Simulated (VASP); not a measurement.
Set up this calculation in VASP 6.6.1, as the native input.

- Task: relaxation of cell and atoms
- Functional: PBE
- Potentials or basis: VASP PAW PBE potentials, release 64 (Zn)
- Cutoff: 600 eV
- k mesh: 18 × 18 × 5
- Occupations: gaussian, width 0.1 eV
- Spin: no spin polarisation
- Dipole correction: no
- Further INCAR settings: ALGO = Fast; EDIFF = 1e-06; IBRION = 2; EDIFFG = -0.01; NSW = 65; ISIF = 3

The structure of Zn lies in POSCAR:

```
Zn
1.0
    2.6350410099      0.0000000000      0.0000000000
   -1.3175205050      2.2820124546      0.0000000000
    0.0000000000      0.0000000000     10.1839815856
Zn
4
Direct
    0.0000000000      0.0000000000      0.0000000000
    0.3333333333      0.6666666667      0.2500000000
    0.0000000000      0.0000000000      0.5000000000
    0.6666666667      0.3333333333      0.7500000000
```

One way to write it, as run:

INCAR

```
SYSTEM = Zn
PREC = Accurate
ENCUT = 600
EDIFF = 1E-6
ISMEAR = 0
SIGMA = 0.1
LREAL = .FALSE.
LASPH = .TRUE.
NELM = 80
ALGO = Fast
ISIF = 3
LWAVE = .FALSE.
LCHARG = .FALSE.
GGA = PE
IBRION = 2
NSW = 65
EDIFFG = -0.01
```

KPOINTS

```
regular mesh
0
G
  18 18 5
  0 0 0
```

Potentials or basis: VASP PAW PBE potentials, release 64 (Zn).

The run is started by

```sh
$ cat potpaw_PBE.64/Zn/POTCAR > POTCAR
$ mpirun -np 1 vasp_std > vasp.out
```

Results of the run:

The relaxed volume is 15.41 Å³/atom and the relaxed cell is a = 2.638 Å, b = 2.638 Å, c = 10.233 Å, α = 90.00°, β = 90.00°, γ = 120.00°. The space group after relaxing (to 0.05 Å) is P6_3/mmc (No. 194). The energy gained by relaxing is 0.2 meV/atom and the ionic steps are 19. The pressure after relaxing is 0.0 GPa and the band gap on the k mesh is zero (band 24 reaches 4.82 eV, above the bottom of band 25 at -0.52 eV).

Run time: 43 min on 1 thread of Oxide Virtual Turin-like Processor, on a shared host, peak memory 0.3 GiB.
